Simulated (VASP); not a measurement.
# Ag (Fm-3m) in VASP: notebook

Ag is run at these levels: PBE, PBE+D3(BJ); tasks: single point.

All numbers are computed with VASP 6.6.1; they aren't measurements. Logs are shortened: lines on timing, memory, paths and dates and some standing lists are left out, and cuts for length are marked.

**1. The cell of the first run**

Symmetry: Fm-3m, No. 225, cubic system. The conventional cell has a = 4.090 Å, b = 4.090 Å, c = 4.090 Å, α = 90.00°, β = 90.00°, γ = 90.00°. Ag (site symmetry m-3m) has 12 Ag at 2.89 Å within 3.8 Å.

**2. Single point, PBE**

INCAR reads:

```
PREC = Accurate
ENCUT = 500
EDIFF = 1E-6
ISMEAR = 0
SIGMA = 0.05
LREAL = F
LASPH = T
NELM = 120
ALGO = Normal
ISIF = 2
LWAVE = F
LCHARG = F
GGA = PE
NBANDS = 12
GGA_COMPAT = F
```

KPOINTS reads:

```
regular mesh
0
Gamma
  14 14 14
```

POSCAR reads:

```
Ag
1.0
    0.0000000000      2.0450007074      2.0450007074
    2.0450007074      0.0000000000      2.0450007074
    2.0450007074      2.0450007074      0.0000000000
Ag
1
Direct
    0.0000000000      0.0000000000      0.0000000000
```

Potentials or basis: VASP PAW PBE potentials, release 64 (Ag).

Launch:

```bash
$ cat potpaw_PBE.64/Ag/POTCAR > POTCAR
$ mpirun -np 1 vasp_std > vasp.out
```

OUTCAR:

```text
PREC = Accurate
   ENCUT = 500
   EDIFF = 1E-6
   ISMEAR = 0
   LREAL = F
   LASPH = T
   NELM = 120
   ISIF = 2
   GGA = PE

 ion  position               nearest neighbor table
   1  0.000  0.000  0.000-

  LATTYP: Found a face centered cubic cell.
 ALAT       =     4.0900014148

  Lattice vectors:

 A1 = (   0.0000000000,   2.0450007074,   2.0450007074)
 A2 = (   2.0450007074,   0.0000000000,   2.0450007074)
 A3 = (   2.0450007074,   2.0450007074,   0.0000000000)

Analysis of symmetry for initial positions (statically):
=====================================================================
 Subroutine PRICEL returns:
 Original cell was already a primitive cell.

 Routine SETGRP: Setting up the symmetry group for a
 face centered cubic supercell.

 Subroutine GETGRP returns: Found 48 space group operations
 (whereof 48 operations were pure point group operations)
 out of a pool of 48 trial point group operations.

The static configuration has the point symmetry O_h .

Analysis of symmetry for dynamics (positions and initial velocities):
=====================================================================
 Subroutine PRICEL returns:
 Original cell was already a primitive cell.

 Routine SETGRP: Setting up the symmetry group for a
 face centered cubic supercell.

 Subroutine GETGRP returns: Found 48 space group operations
 (whereof 48 operations were pure point group operations)
 out of a pool of 48 trial point group operations.

The dynamic configuration has the point symmetry O_h .

 Subroutine INISYM returns: Found 48 space group operations
 (whereof 48 operations are pure point group operations),
 and found     1 'primitive' translations

----------------------------------------------------------------------------------------

                                     Primitive cell

  volume of cell :      17.1045

  direct lattice vectors                    reciprocal lattice vectors
     0.000000000  2.045000707  2.045000707    -0.244498693  0.244498693  0.244498693
     2.045000707  0.000000000  2.045000707     0.244498693 -0.244498693  0.244498693
     2.045000707  2.045000707  0.000000000     0.244498693  0.244498693 -0.244498693

  length of vectors
     2.892067735  2.892067735  2.892067735     0.423484159  0.423484159  0.423484159

  position of ions in fractional coordinates (direct lattice)
     0.000000000  0.000000000  0.000000000

  ion indices of the primitive-cell ions
[... 81 lines left out ...]
   ISYM   =      2    0-nonsym 1-usesym 2-fastsym
   POTIM  = 0.5000    time-step for ionic-motion
   TEBEG  =    0.0;   TEEND  =   0.0 temperature during run
   PSTRESS=    0.0 pullay stress
   NELECT =      11.0000    total number of electrons
   NUPDOWN=      -1.0000    fix difference up-down
   EMIN   =  10.00;   EMAX   =-10.00  energy-range for DOS
   EFERMI =   0.00;   METHOD = LEGACY
   ISMEAR =     0;   SIGMA  =   0.05  broadening in eV -4-tet -1-fermi 0-gaus
   EFERMI_NEDOS =   21; number of points for ismear=-14 and -15
   IALGO  =     38    algorithm
   IMIX   =      4    mixing-type and parameters
     AMIX     =   0.40;   BMIX     =  1.00
     AMIX_MAG =   1.60;   BMIX_MAG =  1.00
  volume/ion in A,a.u.               =      17.10       115.43
  Fermi-wavevector in a.u.,A,eV,Ry     =   1.413087  2.670347 27.168319  1.996815
  Thomas-Fermi vector in A             =   2.534769
   LORBIT       =      0    0 simple, 1 ext, 2 COOP (PROOUT), +10 PAW based schemes
   GGA     = PE    functional components
   LHFCALC =     F    Hartree Fock is set to
   AEXX    =    0.0000 exact exchange contribution
   IVDW    =     0    specifies the selected vdW correction
   LEPSILON=     F    determine dielectric tensor
   LRPA    =     F    only Hartree local field effects (RPA)
 non-spin polarized calculation
 Gauss-broadening in eV      SIGMA  =   0.05
  energy-cutoff  :      500.00
  volume of cell :       17.10
 maximum number of plane-waves:       448
 NGX is ok and might be reduce to    24
   NGX = 11   NGY = 11   NGZ = 11

 number of electron      10.9999999 magnetization

 Free energy of the ion-electron system (eV)
  ---------------------------------------------------
  ext. energy  EPLUGINS =         0.00000000
  ---------------------------------------------------
  free energy    TOTEN  =        -2.70814204 eV

  energy without entropy =       -2.70772645  energy(sigma->0) =       -2.70793425

 E-fermi :   8.3352     XC(G=0): -12.1919

 val. band max:        8.2894164403   @ k =   0.5000   0.0714   0.0000
 cond. band min:       8.3728375598   @ k =   0.5000   0.2143   0.0714
 fundamental gap:      0.0834211195
 Fermi energy:         8.3351816226

 k-point     1 :       0.0000    0.0000    0.0000
  band No.  band energies     occupation
      1       0.6411      2.00000
      2       3.5876      2.00000
      3       3.5876      2.00000
      4       3.5876      2.00000
      5       4.6157      2.00000
      6       4.6157      2.00000
      7      24.4037      0.00000
      8      27.9635      0.00000
      9      27.9635      0.00000
     10      27.9635      0.00000
     11      32.7613      0.00000
     12      33.8817      0.00000
[... 331 lines left out ...]
 k-point    24 :       0.2857    0.1429    0.0000
  band No.  band energies     occupation
      1       2.3584      2.00000
      2       3.1765      2.00000
      3       3.8189      2.00000
      4       4.0782      2.00000
      5       4.9355      2.00000
      6       4.9983      2.00000
      7      20.3536      0.00000
      8      24.4928      0.00000
      9      24.6907      0.00000
     10      26.8039      0.00000
     11      30.1015      0.00000
     12      33.4956      0.00000

 [... further k-points ...]

------------------------ aborting loop because EDIFF is reached ----------------------------------------

  FORCE on cell =-STRESS in cart. coord.  units (eV):
  Direction    XX          YY          ZZ          XY          YZ          ZX
  --------------------------------------------------------------------------------------
  -------------------------------------------------------------------------------------
  Total        0.4366025      0.4366025      0.4366025      0.0000000      0.0000000      0.0000000
  in kB       40.8965218     40.8965218     40.8965218      0.0000000      0.0000000      0.0000000
  external PRESSURE =      40.8965218 kB  Pullay stress =       0.0000000 kB

 VOLUME and BASIS-vectors are now :
 -----------------------------------------------------------------------------
  energy-cutoff  :      500.00
  volume of cell :       17.10
      direct lattice vectors                 reciprocal lattice vectors
     0.000000000  2.045000707  2.045000707    -0.244498693  0.244498693  0.244498693
     2.045000707  0.000000000  2.045000707     0.244498693 -0.244498693  0.244498693
     2.045000707  2.045000707  0.000000000     0.244498693  0.244498693 -0.244498693

 POSITION                                       TOTAL-FORCE (eV/Angst)
 -----------------------------------------------------------------------------------
      0.00000      0.00000      0.00000         0.000000      0.000000      0.000000
 -----------------------------------------------------------------------------------
    total drift:                               -0.000000      0.000000     -0.000000

  FREE ENERGIE OF THE ION-ELECTRON SYSTEM (eV)
  ---------------------------------------------------
  free  energy   TOTEN  =        -2.7081420399 eV

  energy  without entropy=       -2.7077264523  energy(sigma->0) =       -2.70793425
```

OSZICAR:

```text
N       E                     dE             d eps       ncg     rms          rms(c)
DAV:   1     0.501099347358E+02    0.50110E+02   -0.53307E+03  2512   0.801E+02
DAV:   2    -0.221276937588E+01   -0.52323E+02   -0.49408E+02  2912   0.189E+02
DAV:   3    -0.296154450357E+01   -0.74878E+00   -0.74854E+00  2888   0.242E+01
DAV:   4    -0.296374974542E+01   -0.22052E-02   -0.22052E-02  2932   0.137E+00
DAV:   5    -0.296376688528E+01   -0.17140E-04   -0.17140E-04  2940   0.109E-01    0.519E+00
DAV:   6    -0.271948399848E+01    0.24428E+00   -0.94843E-01  2700   0.873E+00    0.334E+00
DAV:   7    -0.271103336205E+01    0.84506E-02   -0.11079E-02  2868   0.986E-01    0.188E+00
DAV:   8    -0.270813189704E+01    0.29015E-02   -0.69345E-04  2792   0.196E-01    0.100E-01
DAV:   9    -0.270813670541E+01   -0.48084E-05   -0.74708E-06  2916   0.201E-02    0.249E-02
DAV:  10    -0.270814261240E+01   -0.59070E-05   -0.40009E-06  2840   0.187E-02    0.738E-03
DAV:  11    -0.270814203987E+01    0.57253E-06   -0.81215E-08  1544   0.235E-03
   1 F= -.27081420E+01 E0= -.27079342E+01  d E =-.415588E-03
```

stdout:

```text
POSCAR found type information on POSCAR Ag
 POSCAR found :  1 types and       1 ions
 scaLAPACK will be used
 LDA part: xc-table for (Slater+PW92), standard interpolation
 POSCAR, INCAR and KPOINTS ok, starting setup
 FFT: planning ... GRIDC
 FFT: planning ... GRID_SOFT
 FFT: planning ... GRID
 WAVECAR not read
 entering main loop
```

Run time: 18 s. Hardware: 1 thread of Intel Xeon 8259CL, shared host; peak memory 0.15 GiB.

What came out:

```yaml
Free_energy: -2.7081 eV
Pressure: 4.1 GPa
Band_gap_on_the_k_mesh: zero (an odd number of electrons rules out a gap without spin polarisation)
```

Levels at points of the mesh, in eV from the Fermi level:
| k point | band 4 | band 5 | band 6 | band 7 | band 8 | band 9 |
| --- | --- | --- | --- | --- | --- | --- |
| (0.00, 0.00, 0.00) | -4.75 | -3.72 | -3.72 | 16.07 | 19.63 | 19.63 |
| (0.50, 0.00, 0.00) | -2.93 | -2.93 | -0.34 | 3.64 | 15.30 | 17.89 |
| (0.50, 0.50, 0.00) | -2.72 | -2.72 | 1.66 | 6.77 | 10.70 | 10.70 |

Caveat: the cell stands under pressure.

**3. Single point, PBE+D3(BJ)**

INCAR reads:

```
SYSTEM = Ag
  PREC = Accurate
  ENCUT = 500
  EDIFF = 1E-6
  ISMEAR = 0
  SIGMA = 0.05
  LREAL = .False.
  LASPH = .True.
  NELM = 120
  ALGO = Normal
  ISIF = 2
  LWAVE = .False.
  LCHARG = .False.
  GGA = PE
  IVDW = 12
  NBANDS = 12
  GGA_COMPAT = .False.
```

KPOINTS reads:

```
Automatic mesh
0
Gamma
  14 14 14
  0 0 0
```

POSCAR is that of step 2.

Potentials or basis: VASP PAW PBE potentials, release 64 (Ag).

Launch:

```bash
$ cat potpaw_PBE.64/Ag/POTCAR > POTCAR
$ mpirun -np 1 vasp_std > vasp.out
```

Wall time 22 s (1 thread of Intel Xeon 8259CL, shared host); peak memory 0.16 GiB.

The run converged. Its results:

| Property | Result |
| --- | --- |
| Free energy | -3.2951 eV |
| Pressure | -1.6 GPa |
| Band gap on the k mesh | zero (an odd number of electrons rules out a gap without spin polarisation) |
| Dispersion energy per atom | -0.587 eV |

Levels at points of the mesh, in eV from the Fermi level:
| k point | band 2 | band 3 | band 4 | band 5 | band 6 | band 7 | band 8 | band 9 | band 10 | band 11 |
| --- | --- | --- | --- | --- | --- | --- | --- | --- | --- | --- |
| (0.00, 0.00, 0.00) | -4.75 | -4.75 | -4.75 | -3.72 | -3.72 | 16.07 | 19.63 | 19.63 | 19.63 | 24.43 |
| (0.50, 0.00, 0.00) | -4.77 | -4.77 | -2.93 | -2.93 | -0.34 | 3.64 | 15.30 | 17.89 | 17.89 | 22.86 |
| (0.50, 0.50, 0.00) | -6.24 | -2.96 | -2.72 | -2.72 | 1.66 | 6.77 | 10.70 | 10.70 | 17.19 | 17.26 |
